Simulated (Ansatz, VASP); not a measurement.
## Two plane-wave programs on SiC

INCAR

```
SYSTEM = SiC
ALGO = Normal
EDIFF = 1E-6
ENCUT = 520
GGA = PS
ISIF = 2
ISMEAR = 0
LASPH = .TRUE.
LCHARG = .FALSE.
LREAL = .FALSE.
LWAVE = .FALSE.
NBANDS = 11
NELM = 80
PREC = Accurate
SIGMA = 0.02
```

Contents of KPOINTS:

```
k-points
0
G
  12 12 12
  0 0 0
```

Contents of POSCAR:

```
SiC
1.0
    0.0000000000      2.1784070452      2.1784070452
    2.1784070452      0.0000000000      2.1784070452
    2.1784070452      2.1784070452      0.0000000000
Si C
1 1
Direct
    0.0000000000      0.0000000000      0.0000000000
    0.7500000000      0.7500000000      0.7500000000
```

Input for Ansatz:

```yaml
crystal:
  lattice:
    - [0.0, 2.1784070452, 2.1784070452]
    - [2.1784070452, 0.0, 2.1784070452]
    - [2.1784070452, 2.1784070452, 0.0]
  atoms:
    - { symbol: Si, position: [0.0, 0.0, 0.0] }
    - { symbol: C, position: [0.75, 0.75, 0.75] }
basis:
  ecutwfc: 420
kpoints:
  mp_grid: { grid: [12, 12, 12] }
hamiltonian:
  xc: pbesol
scf:
  occupations: { method: gaussian, width: 0.02 }
output:
  eigenvalues: true
  states_by_energy: {}
checkpoint:
  read: start.run
  write: ck
  compress: false
  write_wavefunctions: false
  write_every: 100000
```

Alike in both runs: task single point; functional PBEsol; k mesh 12 × 12 × 12; occupations gaussian, width 0.02 eV; no spin polarisation.

|  | VASP | Ansatz |
| --- | --- | --- |
| version | VASP 6.6.1 | Ansatz 0.2.0 |
| potentials or method | VASP PAW PBE potentials, release 64 (Si, C), cutoff 520 eV | scalar-relativistic, plane waves, PAW |
| valence electrons in the cell | 8 | 8 |

```csv
,VASP,Ansatz,Ansatz less VASP
gap on the k mesh at the Fermi level (eV),1.23,1.24,+0.010
least direct gap on the mesh (eV),4.44,4.45,+0.009
```

VASP's potentials were made for PBE, not for PBEsol. The functional is the same, so the differences come from potentials, cutoffs and numerics.
